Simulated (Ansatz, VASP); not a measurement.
N in VASP and in Ansatz

```
N
1.0
     4.16720    0.00000    0.00000
    -2.08360    3.60890    0.00000
     0.00000    0.00000    7.00600
N
4
Direct
  0.33333 0.66667 0.38890
  0.33333 0.66667 0.17110
  0.66667 0.33333 0.82890
  0.66667 0.33333 0.67110
```

Alike in both runs: task single point; functional PBE; k mesh 4 × 4 × 2; no spin polarisation.

|  | VASP | Ansatz |
| --- | --- | --- |
| version | VASP 6.6.1 | Ansatz 0.2.0 |
| potentials or method | VASP PAW PBE potentials, release 64 (N) | plane waves, PAW |
| plane-wave cutoff (eV) | 520 | 420 |
| occupations | gaussian, width 0.01 eV | fixed |
| valence electrons in the cell | 20 | 20 |

```csv
,VASP,Ansatz,Ansatz less VASP
gap on the k mesh at the Fermi level (eV),3.53,3.53,-0.003
rms of the force components (eV/Å),6.040,6.058,+0.0179
```

Atom by atom the forces differ by 0.679 eV/Å (rms over components).

The k mesh is coarse, so the values compare programs but aren't converged. Noted on VASP's run: the standard files for N, O and F lose accuracy on very short bonds.
